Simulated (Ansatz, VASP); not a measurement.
## BeS in VASP and in Ansatz

The input INCAR:

```
ALGO = Normal
EDIFF = 1E-6
ENCUT = 520
GGA = PS
ISIF = 2
ISMEAR = 0
LASPH = True
LCHARG = False
LREAL = False
LWAVE = False
NBANDS = 11
NELM = 80
PREC = Accurate
SIGMA = 0.05
```

File KPOINTS:

```
k-points
0
Gamma
  10 10 10
```

POSCAR

```
BeS
1.0
    0.0000000000      2.5518394630      2.3551817840
    2.3551817840      0.0000000000      2.3551817840
    2.3551817840      2.5518394630      0.0000000000
Be S
1 1
Direct
    0.0000000000      0.0000000000      0.0000000000
    0.7500000000      0.7500000000      0.7500000000
```

Input for Ansatz:

```yaml
crystal:
  lattice:
    - [0.0, 2.551839463, 2.355181784]
    - [2.355181784, 0.0, 2.355181784]
    - [2.355181784, 2.551839463, 0.0]
  atoms:
    - { symbol: Be, position: [0.0, 0.0, 0.0] }
    - { symbol: S, position: [0.75, 0.75, 0.75] }
basis:
  ecutwfc: 520.0
kpoints:
  mp_grid: { grid: [10, 10, 10] }
hamiltonian:
  xc: pbesol
scf:
  occupations: { method: gaussian, width: 0.05 }
output:
  forces: true
  stress: true
  eigenvalues: true
```

Alike in both runs: task single point; functional PBEsol; k mesh 10 × 10 × 10; occupations gaussian, width 0.05 eV; no spin polarisation.

```csv
,VASP,Ansatz
version,VASP 6.6.1,Ansatz 0.2.0
potentials or method,"VASP PAW PBE potentials, release 64 (Be, S), cutoff 520 eV","scalar-relativistic, plane waves, PAW"
valence electrons in the cell,8,8
```

Ansatz gave:

- gap on the k mesh at the Fermi level (eV): 2.55
- least direct gap on the mesh (eV): 5.35
- pressure (GPa): -0.1
- traceless stress, the component that is largest in VASP (GPa): -5.82

Question: Which values does VASP return?

Answer: gap on the k mesh at the Fermi level (eV): 2.55; least direct gap on the mesh (eV): 5.37; pressure (GPa): 0.1; traceless stress, the component that is largest in VASP (GPa): -5.80.

VASP's potentials were made for PBE, not for PBEsol.
